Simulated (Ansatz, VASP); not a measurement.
# Be5Te2 in VASP and in Ansatz

Contents of INCAR:

```
ALGO = Fast
EDIFF = 1E-6
EDIFFG = -0.01
ENCUT = 600
GGA = PE
IBRION = 2
ISIF = 3
ISMEAR = 0
LASPH = T
LCHARG = F
LREAL = F
LWAVE = F
NELM = 80
NSW = 100
PREC = Accurate
SIGMA = 0.1
```

Contents of KPOINTS:

```
k-points
0
Gamma
  12 12 4
```

The input POSCAR:

```
Be5Te2
1.0
    3.8279416791      0.0000000000      0.0000000000
   -1.9139708396      3.3150947383      0.0000000000
    0.0000000000      0.0000000000      9.2147960111
Be Te
5 2
Direct
    0.0000000000      0.0000000000      0.0004504245
    0.0000000000      0.0000000000      0.7622835380
    0.6666666667      0.3333333333      0.9506048386
    0.3333333333      0.6666666667      0.9952019489
    0.6666666667      0.3333333333      0.3786650930
    0.3333333333      0.6666666667      0.2827293628
    0.6666666667      0.3333333333      0.6500647943
```

Input for Ansatz:

```yaml
crystal:
  lattice:
    - [3.8279416791, 0.0, 0.0]
    - [-1.9139708396, 3.3150947383, 0.0]
    - [0.0, 0.0, 9.2147960111]
  atoms:
    - { symbol: Be, position: [0.0, 0.0, 0.0004504245] }
    - { symbol: Be, position: [0.0, 0.0, 0.762283538] }
    - { symbol: Be, position: [0.6666666667, 0.3333333333, 0.9506048386] }
    - { symbol: Be, position: [0.3333333333, 0.6666666667, 0.9952019489] }
    - { symbol: Be, position: [0.6666666667, 0.3333333333, 0.378665093] }
    - { symbol: Te, position: [0.3333333333, 0.6666666667, 0.2827293628] }
    - { symbol: Te, position: [0.6666666667, 0.3333333333, 0.6500647943] }
basis:
  ecutwfc: 420
kpoints:
  mp_grid: { grid: [12, 12, 4] }
hamiltonian:
  xc: pbe
scf:
  occupations: { method: gaussian, width: 0.1 }
output:
  forces: true
  stress: true
  eigenvalues: true
relax:
  adjacent_minimum: "off"
  f_tol: 0.01
  max_steps: 80
  cell: { stress_tol: 0.05 }
```

Alike in both runs: task relaxation of cell and atoms; functional PBE; k mesh 12 × 12 × 4; occupations gaussian, width 0.1 eV; no spin polarisation.

```csv
,VASP,Ansatz
version,VASP 6.6.1,Ansatz 0.2.0
potentials or method,"VASP PAW PBE potentials, release 64 (Be, Te), cutoff 600 eV","scalar-relativistic, plane waves, PAW"
valence electrons in the cell,22,42
```

|  | VASP | Ansatz | Ansatz less VASP |
| --- | --- | --- | --- |
| gap on the k mesh at the Fermi level, each at its own relaxed structure (eV) | none | none | - |
| relaxed volume (Å³/atom) | 16.64 | 16.62 | -0.015 |
| relaxed cell length with the largest relative difference (Å) | 3.833 | 3.832 | -0.0015 |

A gap of «none» marks a metal or a gap that the smearing closes. VASP's potentials hold 22 valence electrons a cell and Ansatz's 42, so a difference there can come from the potentials and not from the codes.

Neither program's run includes spin-orbit coupling.
